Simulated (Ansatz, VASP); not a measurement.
# One calculation of Ta, two programs

The input INCAR:

```
PREC = Accurate
ENCUT = 520
EDIFF = 1E-6
ISMEAR = 0
SIGMA = 0.15
LREAL = F
LASPH = T
NELM = 80
ALGO = Normal
ISIF = 2
LWAVE = F
LCHARG = F
GGA = PE
NBANDS = 12
```

Contents of KPOINTS:

```
regular mesh
0
Gamma
  20 20 20
```

File POSCAR:

```
Ta
1.0
   -1.6265108000      1.6265108000      1.6760492000
    1.6265108000     -1.6265108000      1.6760492000
    1.6265108000      1.6265108000     -1.6760492000
Ta
1
Direct
    0.0000000000      0.0000000000      0.0000000000
```

Input for Ansatz:

```yaml
crystal:
  lattice:
    - [-1.6265108, 1.6265108, 1.6760492]
    - [1.6265108, -1.6265108, 1.6760492]
    - [1.6265108, 1.6265108, -1.6760492]
  atoms:
    - { symbol: Ta, position: [0.0, 0.0, 0.0] }
basis:
  ecutwfc: 420
kpoints:
  mp_grid: { grid: [20, 20, 20] }
hamiltonian:
  xc: pbe
scf:
  occupations: { method: gaussian, width: 0.15 }
output:
  forces: true
  stress: true
  eigenvalues: true
```

Change from the starting cell: strain -0.015 along x and y, +0.015 along z, atoms carried along.

Alike in both runs: task single point; functional PBE; k mesh 20 × 20 × 20; occupations gaussian, width 0.15 eV; no spin polarisation.

```csv
,VASP,Ansatz
version,VASP 6.6.1,Ansatz 0.2.0
potentials or method,"VASP PAW PBE potentials, release 64 (Ta_pv), cutoff 520 eV","scalar-relativistic, plane waves, PAW"
valence electrons in the cell,11,13
```

VASP gave:

* gap on the k mesh at the Fermi level (eV): none
* pressure (GPa): 6.6
* traceless stress, the component that is largest in VASP (GPa): -2.45

Task: Estimate Ansatz's values.

Result: gap on the k mesh at the Fermi level (eV): none; pressure (GPa): 6.5; traceless stress, the component that is largest in VASP (GPa): -2.46.

A gap of «none» marks a metal or a gap that the smearing closes. VASP's potentials hold 11 valence electrons a cell and Ansatz's 13, so a difference there can come from the potentials and not from the codes.

Neither program's run includes spin-orbit coupling.
